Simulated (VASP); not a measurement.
Input of a VASP 6.6.1 run:

INCAR

```
ALGO     = Normal         # electronic algorithm
EDIFF    = 1E-6           # SCF threshold, eV
ENCUT    = 520            # plane-wave cutoff, eV
GGA      = PE             # functional
ISIF     = 2              # what is computed and relaxed
ISMEAR   = -1             # smearing method
LASPH    = T              # aspherical terms in the spheres
LCHARG   = F              # write CHGCAR
LREAL    = F              # projectors in reciprocal space
LWAVE    = F              # write WAVECAR
NBANDS   = 41             # bands
NELM     = 80             # most SCF steps
PREC     = Accurate       # precision mode
SIGMA    = 0.1            # smearing width, eV
```

Contents of KPOINTS:

```
k-points
0
Gamma
  4 4 4
```

POSCAR

```
Ga4Ge
1.0
   -3.1018810000      3.1018810000      3.1018810000
    3.1018810000     -3.1018810000      3.1018810000
    3.1018810000      3.1018810000     -3.1018810000
Ga Ge
4 1
Direct
    0.3496000000      0.3496000000      0.3496000000
    0.6504000000      0.0000000000      0.0000000000
    0.0000000000      0.0000000000      0.6504000000
    0.0000000000      0.6504000000      0.0000000000
    0.0000000000      0.0000000000      0.0000000000
```

Potentials or basis: VASP PAW PBE potentials, release 64 (Ga_d, Ge_d).

The run is started by

```sh
$ cat potpaw_PBE.64/Ga_d/POTCAR potpaw_PBE.64/Ge_d/POTCAR > POTCAR
$ mpirun -np 1 vasp_std > vasp.out
```

**Question.** Predict the pressure.

**Answer.** 42.6 GPa.

**Question.** Estimate the band gap on the k mesh.

**Answer.** Zero (band 33 reaches 4.05 eV, above the bottom of band 34 at 2.52 eV).

**Question.** Estimate the largest force.

**Answer.** 14.587 eV/Å.

Forces in eV/Å, atoms in the order of the input:
```
Ga   8.422  8.422  8.422
Ga   8.422 -8.422 -8.422
Ga  -8.422 -8.422  8.422
Ga  -8.422  8.422 -8.422
Ge   0.000  0.000  0.000
```

Caveat: forces of over 1 eV/Å act on the atoms, so gaps and moduli don't describe the material at rest.
